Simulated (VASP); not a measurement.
# Mo (Im-3m) in VASP: notebook

The runs below take Mo through single point, relaxation of volume and atoms at fixed shape, with LDA.

All numbers are computed with VASP 6.6.1; they aren't measurements. Logs are shortened: lines on timing, memory, paths and dates and some standing lists are left out, and cuts for length are marked.

## 1. The cell of the first run

Symmetry: Im-3m, No. 229, cubic system. Conventional cell: a = 3.110 Å, b = 3.110 Å, c = 3.110 Å, α = 90.00°, β = 90.00°, γ = 90.00°. Within 3.6 Å of Mo (site symmetry m-3m) lie 14 Mo at 2.69 to 3.11 Å.

## 2. Single point, LDA

INCAR reads:

```
PREC = Accurate ; ENCUT = 500
EDIFF = 1E-6 ; ISMEAR = -1
SIGMA = 0.1 ; LREAL = False
LASPH = True ; NELM = 120
ALGO = Normal ; ISIF = 2
LWAVE = False ; LCHARG = False
NBANDS = 13 ; GGA_COMPAT = False
```

KPOINTS reads:

```
regular mesh
0
Gamma
  10 10 10
```

POSCAR reads:

```
Mo
1.0
   -1.5550464941      1.5550464941      1.5550464941
    1.5550464941     -1.5550464941      1.5550464941
    1.5550464941      1.5550464941     -1.5550464941
Mo
1
Direct
    0.0000000000      0.0000000000      0.0000000000
```

Potentials or basis: VASP PAW LDA potentials, release 64 (Mo_sv).

Run with:

```bash
$ cat potpaw_LDA.64/Mo_sv/POTCAR > POTCAR
$ mpirun -np 1 vasp_std > vasp.out
```

OUTCAR:

```text
PREC = Accurate
   ENCUT = 500
   EDIFF = 1E-6
   ISMEAR = -1
   LREAL = False
   LASPH = True
   NELM = 120
   ISIF = 2

 ion  position               nearest neighbor table
   1  0.000  0.000  0.000-

  LATTYP: Found a body centered cubic cell.
 ALAT       =     3.1100929882

  Lattice vectors:

 A1 = (  -1.5550464941,   1.5550464941,   1.5550464941)
 A2 = (   1.5550464941,  -1.5550464941,   1.5550464941)
 A3 = (   1.5550464941,   1.5550464941,  -1.5550464941)

Analysis of symmetry for initial positions (statically):
=====================================================================
 Subroutine PRICEL returns:
 Original cell was already a primitive cell.

 Routine SETGRP: Setting up the symmetry group for a
 body centered cubic supercell.

 Subroutine GETGRP returns: Found 48 space group operations
 (whereof 48 operations were pure point group operations)
 out of a pool of 48 trial point group operations.

The static configuration has the point symmetry O_h .

Analysis of symmetry for dynamics (positions and initial velocities):
=====================================================================
 Subroutine PRICEL returns:
 Original cell was already a primitive cell.

 Routine SETGRP: Setting up the symmetry group for a
 body centered cubic supercell.

 Subroutine GETGRP returns: Found 48 space group operations
 (whereof 48 operations were pure point group operations)
 out of a pool of 48 trial point group operations.

The dynamic configuration has the point symmetry O_h .

 Subroutine INISYM returns: Found 48 space group operations
 (whereof 48 operations are pure point group operations),
 and found     1 'primitive' translations

----------------------------------------------------------------------------------------

                                     Primitive cell

  volume of cell :      15.0415

  direct lattice vectors                    reciprocal lattice vectors
    -1.555046494  1.555046494  1.555046494     0.000000000  0.321533795  0.321533795
     1.555046494 -1.555046494  1.555046494     0.321533795  0.000000000  0.321533795
     1.555046494  1.555046494 -1.555046494     0.321533795  0.321533795  0.000000000

  length of vectors
     2.693419536  2.693419536  2.693419536     0.454717453  0.454717453  0.454717453

  position of ions in fractional coordinates (direct lattice)
     0.000000000  0.000000000  0.000000000

  ion indices of the primitive-cell ions
   primitive index   ion index
                 1           1

----------------------------------------------------------------------------------------

 KPOINTS: regular mesh

Automatic generation of k-mesh.
 Grid dimensions read from file:
 generate k-points for:   10   10   10

 Generating k-lattice:

  Cartesian coordinates                     Fractional coordinates (reciprocal lattice)
     0.000000000  0.032153379  0.032153379     0.100000000  0.000000000  0.000000000
     0.032153379  0.000000000  0.032153379     0.000000000  0.100000000  0.000000000
     0.032153379  0.032153379  0.000000000     0.000000000  0.000000000  0.100000000

  Length of vectors
     0.045471745  0.045471745  0.045471745

  Shift w.r.t. Gamma in fractional coordinates (k-lattice)
     0.000000000  0.000000000  0.000000000

 Subroutine IBZKPT returns following result:
 ===========================================

 Found     47 irreducible k-points:

 Following reciprocal coordinates:
            Coordinates               Weight
  0.000000  0.000000  0.000000      1.000000
  0.100000  0.000000  0.000000     12.000000
  0.200000  0.000000  0.000000     12.000000
  0.300000  0.000000  0.000000     12.000000
  0.400000  0.000000  0.000000     12.000000
  0.500000  0.000000  0.000000      6.000000
[... 16 lines left out ...]
  0.300000  0.300000  0.100000      8.000000
 -0.300000  0.300000  0.100000     24.000000
 [... further k-points ...]
   k-points           NKPTS =     47   k-points in BZ     NKDIM =     47   number of bands    NBANDS=     13
   number of dos      NEDOS =    301   number of ions     NIONS =      1
   total plane-waves  NPLWV =   8000
   dimension x,y,z NGX =    20 NGY =   20 NGZ =   20
   dimension x,y,z NGXF=    40 NGYF=   40 NGZF=   40
   ions per type =               1
   NGX,Y,Z   is equivalent  to a cutoff of  12.34, 12.34, 12.34 a.u.
   NGXF,Y,Z  is equivalent  to a cutoff of  24.69, 24.69, 24.69 a.u.
 SYSTEM =  unknown system
   PREC   = accura    normal or accurate (medium, high low for compatibility)
   ISTART =      0    job   : 0-new  1-cont  2-samecut
   ICHARG =      2    charge: 1-file 2-atom 10-const
   ISPIN  =      1    spin polarized calculation?
   LNONCOLLINEAR =      F non collinear calculations
   LSORBIT =      F    spin-orbit coupling
   LASPH  =      T    aspherical Exc in radial PAW
   ENCUT  =  500.0 eV  36.75 Ry    6.06 a.u.   4.91  4.91  4.91*2*pi/ulx,y,z
   NELM   =    120;   NELMIN=  2; NELMDL= -5     # of ELM steps
   EDIFF  = 0.1E-05   stopping-criterion for ELM
   LREAL  =      F    real-space projection
[... 7 lines left out ...]
   TEBEG  =    0.0;   TEEND  =   0.0 temperature during run
   PSTRESS=    0.0 pullay stress
   NELECT =      14.0000    total number of electrons
   NUPDOWN=      -1.0000    fix difference up-down
   EMIN   =  10.00;   EMAX   =-10.00  energy-range for DOS
   EFERMI =   0.00;   METHOD = LEGACY
   ISMEAR =    -1;   SIGMA  =   0.10  broadening in eV -4-tet -1-fermi 0-gaus
   EFERMI_NEDOS =   21; number of points for ismear=-14 and -15
   IALGO  =     38    algorithm
   IMIX   =      4    mixing-type and parameters
     AMIX     =   0.40;   BMIX     =  1.00
     AMIX_MAG =   1.60;   BMIX_MAG =  1.00
  volume/ion in A,a.u.               =      15.04       101.50
  Fermi-wavevector in a.u.,A,eV,Ry     =   1.598407  3.020552 34.761607  2.554906
  Thomas-Fermi vector in A             =   2.695862
   LORBIT       =      0    0 simple, 1 ext, 2 COOP (PROOUT), +10 PAW based schemes
   GGA     = CA    functional components
   LHFCALC =     F    Hartree Fock is set to
   AEXX    =    0.0000 exact exchange contribution
   IVDW    =     0    specifies the selected vdW correction
   LEPSILON=     F    determine dielectric tensor
   LRPA    =     F    only Hartree local field effects (RPA)
 non-spin polarized calculation
  energy-cutoff  :      500.00
  volume of cell :       15.04
 maximum number of plane-waves:       394
   NGX =  9   NGY =  9   NGZ =  9

 number of electron      13.9999996 magnetization

 Free energy of the ion-electron system (eV)
  ---------------------------------------------------
  ext. energy  EPLUGINS =         0.00000000
  ---------------------------------------------------
  free energy    TOTEN  =       -12.13237835 eV

  energy without entropy =      -12.10464759  energy(sigma->0) =      -12.11851297

 E-fermi :  13.2004     XC(G=0): -13.8169

 val. band max:       13.1941728071   @ k =  -0.2000   0.2000   0.1000
 cond. band min:      13.2075933174   @ k =  -0.3000   0.3000   0.3000
 fundamental gap:      0.0134205103
 Fermi energy:        13.2004218943

 k-point     1 :       0.0000    0.0000    0.0000
  band No.  band energies     occupation
      1     -47.8253      2.00000
      2     -21.1709      2.00000
      3     -21.1709      2.00000
      4     -21.1709      2.00000
      5       5.7500      2.00000
      6      11.6582      2.00000
      7      11.6582      2.00000
      8      11.6582      2.00000
      9      14.8077      0.00000
     10      14.8077      0.00000
     11      27.9762      0.00000
     12      27.9762      0.00000
     13      27.9762      0.00000

 k-point     2 :       0.1000    0.0000    0.0000
  band No.  band energies     occupation
      1     -47.7958      2.00000
      2     -21.3355      2.00000
      3     -21.2214      2.00000
      4     -21.1724      2.00000
      5       6.2029      2.00000
      6      11.4017      2.00000
      7      11.6043      2.00000
      8      12.0952      1.99997
      9      14.4648      0.00001
     10      14.8164      0.00000
     11      28.3028      0.00000
     12      28.7494      0.00000
     13      28.8690      0.00000

 k-point     3 :       0.2000    0.0000    0.0000
  band No.  band energies     occupation
      1     -47.7177      2.00000
      2     -21.7538      2.00000
      3     -21.3513      2.00000
      4     -21.1761      2.00000
      5       7.2814      2.00000
      6      10.7948      2.00000
      7      11.4104      2.00000
      8      13.3461      0.37782
      9      14.1707      0.00012
     10      14.8915      0.00000
     11      28.5301      0.00000
     12      30.0582      0.00000
     13      30.8806      0.00000

 k-point     4 :       0.3000    0.0000    0.0000
  band No.  band energies     occupation
      1     -47.6196      2.00000
      2     -22.2486      2.00000
      3     -21.5082      2.00000
      4     -21.1810      2.00000
      5       7.9262      2.00000
      6      10.1426      2.00000
      7      11.9557      1.99999
      8      14.4653      0.00001
      9      15.0982      0.00000
     10      15.2073      0.00000
     11      27.3094      0.00000
     12      28.8187      0.00000
     13      33.9609      0.00000

 k-point     5 :       0.4000    0.0000    0.0000
  band No.  band energies     occupation
      1     -47.5391      2.00000
      2     -22.6334      2.00000
      3     -21.6322      2.00000
      4     -21.1850      2.00000
      5       7.7056      2.00000
      6       9.6736      2.00000
      7      13.6672      0.01861
      8      14.9224      0.00000
      9      15.3804      0.00000
     10      17.1892      0.00000
     11      25.7698      0.00000
     12      26.5040      0.00000
     13      32.3904      0.00000
[... 257 lines left out ...]
 k-point    22 :      -0.2000    0.2000    0.1000
  band No.  band energies     occupation
      1     -47.6910      2.00000
      2     -21.7564      2.00000
      3     -21.4050      2.00000
      4     -21.3012      2.00000
      5       7.6816      2.00000
      6      11.1917      2.00000
      7      11.4530      2.00000
      8      13.0604      1.60433
      9      13.1942      1.03124
     10      15.5666      0.00000
     11      29.4100      0.00000
     12      30.2393      0.00000
     13      31.4348      0.00000

 k-point    23 :       0.3000    0.3000    0.1000
  band No.  band energies     occupation
      1     -47.4818      2.00000
      2     -22.2028      2.00000
      3     -22.2028      2.00000
      4     -21.5246      2.00000
      5       9.2474      2.00000
      6      10.8591      2.00000
      7      10.8591      2.00000
      8      15.5042      0.00000
      9      15.5042      0.00000
     10      23.2985      0.00000
     11      24.1342      0.00000
     12      24.1342      0.00000
     13      28.3205      0.00000

 k-point    24 :      -0.3000    0.3000    0.1000
  band No.  band energies     occupation
      1     -47.5957      2.00000
      2     -22.2257      2.00000
      3     -21.5645      2.00000
      4     -21.3001      2.00000
      5       8.3311      2.00000
      6      10.5813      2.00000
      7      11.3787      2.00000
      8      13.6516      0.02173
      9      15.0659      0.00000
     10      15.9045      0.00000
     11      27.6037      0.00000
     12      29.4275      0.00000
     13      33.5448      0.00000

 [... further k-points ...]
[... 5 lines left out ...]
  --------------------------------------------------------------------------------------
  -------------------------------------------------------------------------------------
  Total        0.1102345      0.1102345      0.1102345     -0.0000000     -0.0000000      0.0000000
  in kB       11.7418867     11.7418867     11.7418867     -0.0000000     -0.0000000      0.0000000
  external PRESSURE =      11.7418867 kB  Pullay stress =       0.0000000 kB

 VOLUME and BASIS-vectors are now :
 -----------------------------------------------------------------------------
  energy-cutoff  :      500.00
  volume of cell :       15.04
      direct lattice vectors                 reciprocal lattice vectors
    -1.555046494  1.555046494  1.555046494     0.000000000  0.321533795  0.321533795
     1.555046494 -1.555046494  1.555046494     0.321533795  0.000000000  0.321533795
     1.555046494  1.555046494 -1.555046494     0.321533795  0.321533795  0.000000000

 POSITION                                       TOTAL-FORCE (eV/Angst)
 -----------------------------------------------------------------------------------
      0.00000      0.00000      0.00000        -0.000000     -0.000000      0.000000
 -----------------------------------------------------------------------------------
    total drift:                                0.000000     -0.000000      0.000000

  FREE ENERGIE OF THE ION-ELECTRON SYSTEM (eV)
  ---------------------------------------------------
  free  energy   TOTEN  =       -12.1323783500 eV

  energy  without entropy=      -12.1046475920  energy(sigma->0) =      -12.11851297
```

It took 3.8 s on 1 thread of Intel Xeon 6975P-C (Granite Rapids), shared host; peak memory 0.12 GiB.

What came out:

```
Free energy            : -12.1324 eV
Pressure               : 1.2 GPa
Band gap on the k mesh : zero (band 7 reaches 17.35 eV, above the bottom of band 8 at 11.66 eV)
```

## 3. Relaxation of volume and atoms at fixed shape, LDA

This run uses another cell than the first one, of 15.58 Å³/atom, 1.036 times its volume.

INCAR reads:

```
SYSTEM = Mo
ALGO     = Normal         ! electronic algorithm
EDIFF    = 1E-7           ! SCF threshold, eV
EDIFFG   = -0.03          ! ionic threshold
ENCUT    = 500            ! plane-wave cutoff, eV
GGA      = CA             ! functional
GGA_COMPAT= .False.      
IBRION   = 2              ! ionic algorithm
ISIF     = 8              ! what is computed and relaxed
ISMEAR   = -1             ! smearing method
LASPH    = .True.         ! aspherical terms in the spheres
LCHARG   = .False.        ! write CHGCAR
LREAL    = .False.        ! projectors in reciprocal space
LWAVE    = .False.        ! write WAVECAR
NELM     = 120            ! most SCF steps
NELMIN   = 4            
NSW      = 50             ! ionic steps
PREC     = Accurate       ! precision mode
SIGMA    = 0.1            ! smearing width, eV
```

KPOINTS reads:

```
k-points
0
Gamma
  10 10 10
  0 0 0
```

POSCAR reads:

```
Mo
1.0
   -1.5734150000      1.5734150000      1.5734150000
    1.5734150000     -1.5734150000      1.5734150000
    1.5734150000      1.5734150000     -1.5734150000
Mo
1
Direct
    0.0000000000      0.0000000000      0.0000000000
```

Potentials or basis: VASP PAW LDA potentials, release 64 (Mo_sv).

Run with:

```bash
$ cat potpaw_LDA.64/Mo_sv/POTCAR > POTCAR
$ mpirun -np 1 vasp_std > vasp.out
```

Wall time 7.3 s (1 thread of Intel Xeon 6975P-C (Granite Rapids), shared host); peak memory 0.12 GiB.

It converged, with:

```yaml
Free_energy: -12.1329 eV
Relaxed_volume: 15.12 Å³/atom
Relaxed_cell: a = 2.698 Å, b = 2.698 Å, c = 2.698 Å, α = 109.47°, β = 109.47°, γ = 109.47°
Space_group_after_relaxing_to_0.05_Å: Im-3m (No. 229)
Energy_gained_by_relaxing: 12.8 meV/atom
Ionic_steps: 3
Pressure_after_relaxing: -0.3 GPa
Band_gap_on_the_k_mesh: zero (band 7 reaches 17.23 eV, above the bottom of band 8 at 11.58 eV)
```

The path:
| step | energy change (eV) | largest force (eV/Å) | pressure (GPa) | volume (Å³) |
| --- | --- | --- | --- | --- |
| 1 | 0.0000 | 0.0000 | -8.38 | 15.58 |
| 2 | 0.1025 | 0.0000 | 31.01 | 13.81 |
| 3 | -0.0128 | 0.0000 | -0.31 | 15.12 |

Final structure:
```
Mo
1.0
    -1.55773    1.55773    1.55773
     1.55773   -1.55773    1.55773
     1.55773    1.55773   -1.55773
Mo
1
Direct
  0.00000 0.00000 0.00000
```

Levels at points of the mesh, in eV from the Fermi level:
```
           k point  band 4  band 5  band 6  band 7  band 8  band 9  band 10  band 11
(0.00, 0.00, 0.00)  -34.38   -7.43   -1.53   -1.53   -1.53    1.60     1.60    14.77
(0.50, 0.00, 0.00)  -34.40   -5.64   -3.67    1.66    1.71    2.31     4.94    11.93
(0.50, 0.50, 0.50)  -35.46   -5.82   -5.82    4.12    4.12    4.12     9.22     9.22
```
